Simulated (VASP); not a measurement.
# Br (Im-3m) in VASP: a series of runs

Runs on Br. Level: PBE. Tasks: single point.

Everything below comes from runs of VASP 6.6.1. Logs are shortened: lines on timing, memory, paths and dates and some standing lists are left out, and cuts for length are marked.

## 1. The cell of the first run

The structure is cubic, space group Im-3m (No. 229). The conventional cell has a = 3.819 Å, b = 3.819 Å, c = 3.819 Å, α = 90.00°, β = 90.00°, γ = 90.00°. Within 4.3 Å of Br (site symmetry m-3m) lie 14 Br at 3.31 to 3.82 Å.

## 2. Single point, PBE

Input file INCAR:

```
ALGO = Normal ; EDIFF = 1E-6
ENCUT = 520 ; GGA = PE
ISIF = 2 ; ISMEAR = -1
LASPH = T ; LCHARG = F
LREAL = F ; LWAVE = F
NBANDS = 10 ; NELM = 100
PREC = Accurate ; SIGMA = 0.06122561905347299
```

Input file KPOINTS:

```
k-points
0
Gamma
  41 41 41
```

Input file POSCAR:

```
Br
1.0
   -1.9095581701      1.9095581701      1.9095581701
    1.9095581701     -1.9095581701      1.9095581701
    1.9095581701      1.9095581701     -1.9095581701
Br
1
Direct
    0.0000000000      0.0000000000      0.0000000000
```

Potentials or basis: VASP PAW PBE potentials, release 64 (Br).

Command:

```bash
$ cat potpaw_PBE.64/Br/POTCAR > POTCAR
$ mpirun -np 1 vasp_std > vasp.out
```

OUTCAR:

```text
EDIFF = 1E-6
   ENCUT = 520
   GGA = PE
   ISIF = 2
   ISMEAR = -1
   LASPH = T
   LREAL = F
   NELM = 100
   PREC = Accurate

 ion  position               nearest neighbor table
   1  0.000  0.000  0.000-

  LATTYP: Found a body centered cubic cell.
 ALAT       =     3.8191163402

  Lattice vectors:

 A1 = (  -1.9095581701,   1.9095581701,   1.9095581701)
 A2 = (   1.9095581701,  -1.9095581701,   1.9095581701)
 A3 = (   1.9095581701,   1.9095581701,  -1.9095581701)

Analysis of symmetry for initial positions (statically):
=====================================================================
 Subroutine PRICEL returns:
 Original cell was already a primitive cell.

 Routine SETGRP: Setting up the symmetry group for a
 body centered cubic supercell.

 Subroutine GETGRP returns: Found 48 space group operations
 (whereof 48 operations were pure point group operations)
 out of a pool of 48 trial point group operations.

The static configuration has the point symmetry O_h .

Analysis of symmetry for dynamics (positions and initial velocities):
=====================================================================
 Subroutine PRICEL returns:
 Original cell was already a primitive cell.

 Routine SETGRP: Setting up the symmetry group for a
 body centered cubic supercell.

 Subroutine GETGRP returns: Found 48 space group operations
 (whereof 48 operations were pure point group operations)
 out of a pool of 48 trial point group operations.

The dynamic configuration has the point symmetry O_h .

 Subroutine INISYM returns: Found 48 space group operations
 (whereof 48 operations are pure point group operations),
 and found     1 'primitive' translations

----------------------------------------------------------------------------------------

                                     Primitive cell

  volume of cell :      27.8521

  direct lattice vectors                    reciprocal lattice vectors
    -1.909558170  1.909558170  1.909558170     0.000000000  0.261840675  0.261840675
     1.909558170 -1.909558170  1.909558170     0.261840675  0.000000000  0.261840675
     1.909558170  1.909558170 -1.909558170     0.261840675  0.261840675  0.000000000

  length of vectors
     3.307451771  3.307451771  3.307451771     0.370298634  0.370298634  0.370298634

  position of ions in fractional coordinates (direct lattice)
     0.000000000  0.000000000  0.000000000

  ion indices of the primitive-cell ions
   primitive index   ion index
                 1           1

----------------------------------------------------------------------------------------

 KPOINTS: k-points

Automatic generation of k-mesh.
 Grid dimensions read from file:
 generate k-points for:   41   41   41

 Generating k-lattice:

  Cartesian coordinates                     Fractional coordinates (reciprocal lattice)
     0.000000000  0.006386358  0.006386358     0.024390244  0.000000000  0.000000000
     0.006386358  0.000000000  0.006386358     0.000000000  0.024390244  0.000000000
     0.006386358  0.006386358  0.000000000     0.000000000  0.000000000  0.024390244

  Length of vectors
     0.009031674  0.009031674  0.009031674

  Shift w.r.t. Gamma in fractional coordinates (k-lattice)
     0.000000000  0.000000000  0.000000000

 Subroutine IBZKPT returns following result:
 ===========================================

 Found   1771 irreducible k-points:

 Following reciprocal coordinates:
            Coordinates               Weight
  0.000000  0.000000  0.000000      1.000000
  0.024390  0.000000  0.000000     12.000000
  0.048780  0.000000  0.000000     12.000000
  0.073171  0.000000  0.000000     12.000000
  0.097561  0.000000  0.000000     12.000000
  0.121951  0.000000  0.000000     12.000000
[... 16 lines left out ...]
  0.048780  0.024390 -0.000000     48.000000
  0.073171  0.024390  0.000000     48.000000
 [... further k-points ...]
   k-points           NKPTS =   1771   k-points in BZ     NKDIM =   1771   number of bands    NBANDS=     10
   number of dos      NEDOS =    301   number of ions     NIONS =      1
   total plane-waves  NPLWV =  21952
   dimension x,y,z NGX =    28 NGY =   28 NGZ =   28
   dimension x,y,z NGXF=    56 NGYF=   56 NGZF=   56
   ions per type =               1
   NGX,Y,Z   is equivalent  to a cutoff of  14.07, 14.07, 14.07 a.u.
   NGXF,Y,Z  is equivalent  to a cutoff of  28.15, 28.15, 28.15 a.u.
 SYSTEM =  unknown system
   PREC   = accura    normal or accurate (medium, high low for compatibility)
   ISTART =      0    job   : 0-new  1-cont  2-samecut
   ICHARG =      2    charge: 1-file 2-atom 10-const
   ISPIN  =      1    spin polarized calculation?
   LNONCOLLINEAR =      F non collinear calculations
   LSORBIT =      F    spin-orbit coupling
   LASPH  =      T    aspherical Exc in radial PAW
   ENCUT  =  520.0 eV  38.22 Ry    6.18 a.u.   6.15  6.15  6.15*2*pi/ulx,y,z
   NELM   =    100;   NELMIN=  2; NELMDL= -5     # of ELM steps
   EDIFF  = 0.1E-05   stopping-criterion for ELM
   LREAL  =      F    real-space projection
   EDIFFG = 0.1E-04   stopping-criterion for IOM
   NSW    =      0    number of steps for IOM
   IBRION =     -1    ionic relax: 0-MD 1-quasi-New 2-CG
   NFREE  =      0    steps in history (QN), initial steepest desc. (CG)
   ISIF   =      2    stress and relaxation
   ISYM   =      2    0-nonsym 1-usesym 2-fastsym
   POTIM  = 0.5000    time-step for ionic-motion
   TEBEG  =    0.0;   TEEND  =   0.0 temperature during run
   PSTRESS=    0.0 pullay stress
   NELECT =       7.0000    total number of electrons
   NUPDOWN=      -1.0000    fix difference up-down
   EMIN   =  10.00;   EMAX   =-10.00  energy-range for DOS
   EFERMI =   0.00;   METHOD = LEGACY
   ISMEAR =    -1;   SIGMA  =   0.06  broadening in eV -4-tet -1-fermi 0-gaus
   EFERMI_NEDOS =   21; number of points for ismear=-14 and -15
   IALGO  =     38    algorithm
   IMIX   =      4    mixing-type and parameters
     AMIX     =   0.40;   BMIX     =  1.00
     AMIX_MAG =   1.60;   BMIX_MAG =  1.00
  volume/ion in A,a.u.               =      27.85       187.96
  Fermi-wavevector in a.u.,A,eV,Ry     =   1.033129  1.952331 14.522258  1.067356
  Thomas-Fermi vector in A             =   2.167361
   LORBIT       =      0    0 simple, 1 ext, 2 COOP (PROOUT), +10 PAW based schemes
   GGA     = PE    functional components
   LHFCALC =     F    Hartree Fock is set to
   AEXX    =    0.0000 exact exchange contribution
   IVDW    =     0    specifies the selected vdW correction
   LEPSILON=     F    determine dielectric tensor
   LRPA    =     F    only Hartree local field effects (RPA)
 non-spin polarized calculation
  energy-cutoff  :      520.00
  volume of cell :       27.85
 maximum number of plane-waves:       767
 NGX is ok and might be reduce to    28
   NGX = 13   NGY = 13   NGZ = 13

 number of electron       6.9999999 magnetization

 Free energy of the ion-electron system (eV)
  ---------------------------------------------------
  ext. energy  EPLUGINS =         0.00000000
  ---------------------------------------------------
  free energy    TOTEN  =        -1.01906170 eV

  energy without entropy =       -0.99194826  energy(sigma->0) =       -1.00550498

 E-fermi :   1.0931     XC(G=0):  -9.0460

 val. band max:        1.0926948552   @ k =  -0.3171   0.4878   0.0732
 cond. band min:       1.0931204649   @ k =  -0.4146  -0.4634   0.0732
 fundamental gap:      0.0004256096
 Fermi energy:         1.0931158683

 k-point     1 :       0.0000    0.0000    0.0000
  band No.  band energies     occupation
      1     -13.9688      2.00000
      2       1.7533      0.00004
      3       1.7533      0.00004
      4       1.7533      0.00004
      5       8.6781      0.00000
      6      13.7496      0.00000
      7      13.7496      0.00000
      8      13.7496      0.00000
      9      16.3112      0.00000
     10      16.3112      0.00000

 k-point     2 :       0.0244    0.0000    0.0000
  band No.  band energies     occupation
      1     -13.9627      2.00000
      2       1.7105      0.00008
      3       1.7431      0.00005
      4       1.7520      0.00004
      5       8.7212      0.00000
      6      13.7152      0.00000
      7      13.7351      0.00000
      8      13.7814      0.00000
      9      16.2090      0.00000
     10      16.2908      0.00000

 k-point     3 :       0.0488    0.0000    0.0000
  band No.  band energies     occupation
      1     -13.9446      2.00000
      2       1.5860      0.00064
      3       1.7130      0.00008
      4       1.7482      0.00005
      5       8.8454      0.00000
      6      13.6166      0.00000
      7      13.6872      0.00000
      8      13.8765      0.00000
      9      15.9772      0.00000
     10      16.2354      0.00000

 k-point     4 :       0.0732    0.0000    0.0000
  band No.  band energies     occupation
      1     -13.9145      2.00000
      2       1.3900      0.01554
      3       1.6643      0.00018
      4       1.7419      0.00005
      5       9.0367      0.00000
      6      13.4655      0.00000
      7      13.5954      0.00000
      8      14.0333      0.00000
      9      15.7381      0.00000
     10      16.1586      0.00000

 k-point     5 :       0.0976    0.0000    0.0000
  band No.  band energies     occupation
      1     -13.8730      2.00000
      2       1.1364      0.66053
      3       1.5990      0.00052
      4       1.7334      0.00006
      5       9.2742      0.00000
      6      13.2765      0.00000
      7      13.4543      0.00000
      8      14.2498      0.00000
      9      15.5686      0.00000
     10      16.0757      0.00000

 k-point     6 :       0.1220    0.0000    0.0000
  band No.  band energies     occupation
      1     -13.8206      2.00000
      2       0.8394      1.96877
      3       1.5196      0.00189
      4       1.7226      0.00007
      5       9.5314      0.00000
      6      13.0637      0.00000
      7      13.2792      0.00000
      8      14.5233      0.00000
      9      15.4972      0.00000
     10      15.9991      0.00000

 k-point     7 :       0.1463    0.0000    0.0000
  band No.  band energies     occupation
      1     -13.7579      2.00000
      2       0.5122      1.99985
      3       1.4289      0.00826
      4       1.7099      0.00008
      5       9.7755      0.00000
      6      12.8383      0.00000
      7      13.1094      0.00000
      8      14.8508      0.00000
      9      15.5192      0.00000
     10      15.9377      0.00000

 k-point     8 :       0.1707    0.0000    0.0000
  band No.  band energies     occupation
      1     -13.6860      2.00000
      2       0.1660      2.00000
      3       1.3301      0.04086
      4       1.6955      0.00011
      5       9.9675      0.00000
      6      12.6094      0.00000
      7      12.9968      0.00000
      8      15.2291      0.00000
      9      15.6178      0.00000
     10      15.8977      0.00000

 k-point     9 :       0.1951    0.0000    0.0000
  band No.  band energies     occupation
      1     -13.6058      2.00000
      2      -0.1898      2.00000
      3       1.2260      0.20490
      4       1.6796      0.00014
      5      10.0707      0.00000
      6      12.3834      0.00000
      7      12.9879      0.00000
      8      15.6547      0.00000
      9      15.7773      0.00000
     10      15.8833      0.00000
[... 118 lines left out ...]
 k-point    19 :       0.4390    0.0000    0.0000
  band No.  band energies     occupation
      1     -12.7586      2.00000
      2      -2.9284      2.00000
      3       0.4079      1.99997
      4       1.5299      0.00159
      5       8.8185      0.00000
      6      10.9135      0.00000
      7      16.1736      0.00000
      8      17.4128      0.00000
      9      17.6636      0.00000
     10      19.3244      0.00000

 k-point    20 :       0.4634    0.0000    0.0000
  band No.  band energies     occupation
      1     -12.7223      2.00000
      2      -3.0209      2.00000
      3       0.3815      1.99998
      4       1.5242      0.00175
      5       8.7616      0.00000
      6      10.8717      0.00000
      7      16.4817      0.00000
      8      17.5385      0.00000
      9      17.7254      0.00000
     10      18.9098      0.00000

 k-point    21 :       0.4878    0.0000    0.0000
  band No.  band energies     occupation
      1     -12.7037      2.00000
      2      -3.0676      2.00000
      3       0.3681      1.99999
      4       1.5214      0.00183
      5       8.7329      0.00000
      6      10.8507      0.00000
      7      16.7015      0.00000
      8      17.4065      0.00000
      9      18.0338      0.00000
     10      18.5498      0.00000

 k-point    22 :       0.0244    0.0244    0.0000
  band No.  band energies     occupation
      1     -13.9506      2.00000
      2       1.6258      0.00033
      3       1.7315      0.00006
      4       1.7419      0.00005
      5       8.8048      0.00000
      6      13.6626      0.00000
      7      13.6852      0.00000
      8      13.8500      0.00000
      9      16.0361      0.00000
     10      16.2624      0.00000

 k-point    23 :       0.0488    0.0244   -0.0000
  band No.  band energies     occupation
      1     -13.9265      2.00000
      2       1.4658      0.00453
      3       1.6950      0.00011
      4       1.7339      0.00006
      5       8.9627      0.00000
      6      13.5405      0.00000
      7      13.6094      0.00000
      8      13.9801      0.00000
      9      15.7914      0.00000
     10      16.2177      0.00000

 k-point    24 :       0.0732    0.0244    0.0000
  band No.  band energies     occupation
      1     -13.8907      2.00000
      2       1.2423      0.16085
      3       1.6375      0.00028
      4       1.7258      0.00006
      5       9.1779      0.00000
      6      13.3684      0.00000
      7      13.4934      0.00000
      8      14.1695      0.00000
      9      15.5771      0.00000
     10      16.1625      0.00000

 [... further k-points ...]
[... 5 lines left out ...]
  --------------------------------------------------------------------------------------
  -------------------------------------------------------------------------------------
  Total       -0.1702078     -0.1702078     -0.1702078     -0.0000000     -0.0000000      0.0000000
  in kB       -9.7910968     -9.7910968     -9.7910968     -0.0000000     -0.0000000      0.0000000
  external PRESSURE =      -9.7910968 kB  Pullay stress =       0.0000000 kB

 VOLUME and BASIS-vectors are now :
 -----------------------------------------------------------------------------
  energy-cutoff  :      520.00
  volume of cell :       27.85
      direct lattice vectors                 reciprocal lattice vectors
    -1.909558170  1.909558170  1.909558170     0.000000000  0.261840675  0.261840675
     1.909558170 -1.909558170  1.909558170     0.261840675  0.000000000  0.261840675
     1.909558170  1.909558170 -1.909558170     0.261840675  0.261840675  0.000000000

 POSITION                                       TOTAL-FORCE (eV/Angst)
 -----------------------------------------------------------------------------------
      0.00000      0.00000      0.00000        -0.000000      0.000000     -0.000000
 -----------------------------------------------------------------------------------
    total drift:                                0.000000      0.000000      0.000000

  FREE ENERGIE OF THE ION-ELECTRON SYSTEM (eV)
  ---------------------------------------------------
  free  energy   TOTEN  =        -1.0190616964 eV

  energy  without entropy=       -0.9919482558  energy(sigma->0) =       -1.00550498
```

Run time: 3.8 min. Hardware: 1 thread of AMD EPYC 9R45 (Zen 5), shared host; peak memory 0.5 GiB.

What came out:

```yaml
Free_energy: -1.0191 eV
Pressure: -1.0 GPa
Band_gap_on_the_k_mesh: zero (an odd number of electrons rules out a gap without spin polarisation)
```

Caveat: an odd number of electrons without spin polarisation forces a metal; a magnetic or distorted state may lie lower.

(Part 1 of 2 ends here.)
